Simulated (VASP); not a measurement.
Wanted: the native input for a VASP 6.6.1 run.

```
Task                   : single point
Functional             : PBE
Potentials or basis    : VASP PAW PBE potentials, release 64 (B, P)
Cutoff                 : 520 eV
k mesh                 : 10 × 10 × 10
Occupations            : gaussian, width 0.02 eV
Spin                   : no spin polarisation
Dipole correction      : no
Further INCAR settings : ALGO = Normal; EDIFF = 1e-07; NBANDS = 11
```

The structure of BP lies in POSCAR:

```
BP
1.0
    0.0000000000      2.2966855414      2.2966855414
    2.2966855414      0.0000000000      2.2966855414
    2.2966855414      2.2966855414      0.0000000000
B P
1 1
Direct
    0.5000000000      0.5000000000      0.5000000000
    0.7500000000      0.7500000000      0.7500000000
```

This cell differs from its parent crystal: volume scaled by 1.03.

The input as run:

INCAR

```
SYSTEM = BP
ALGO = Normal
EDIFF = 1E-7
ENCUT = 520
GGA = PE
ISIF = 2
ISMEAR = 0
LASPH = .TRUE.
LCHARG = .TRUE.
LELF = .TRUE.
LREAL = .FALSE.
LVHAR = .TRUE.
LWAVE = .FALSE.
NBANDS = 11
NELM = 100
PREC = Accurate
SIGMA = 0.02
```

KPOINTS

```
k-points
0
G
  10 10 10
  0 0 0
```

Potentials or basis: VASP PAW PBE potentials, release 64 (B, P).

Run with:

```bash
$ cat potpaw_PBE.64/B/POTCAR potpaw_PBE.64/P/POTCAR > POTCAR
$ mpirun -np 1 vasp_std > vasp.out
```

Results of the run:

```yaml
Pressure: -4.7 GPa
Band_gap_on_the_k_mesh: 1.29 eV, indirect (least direct gap 3.35 eV)
```

It took 14 s on 1 thread of Intel Xeon 8259CL, with other jobs on the host, peak memory 0.14 GiB.
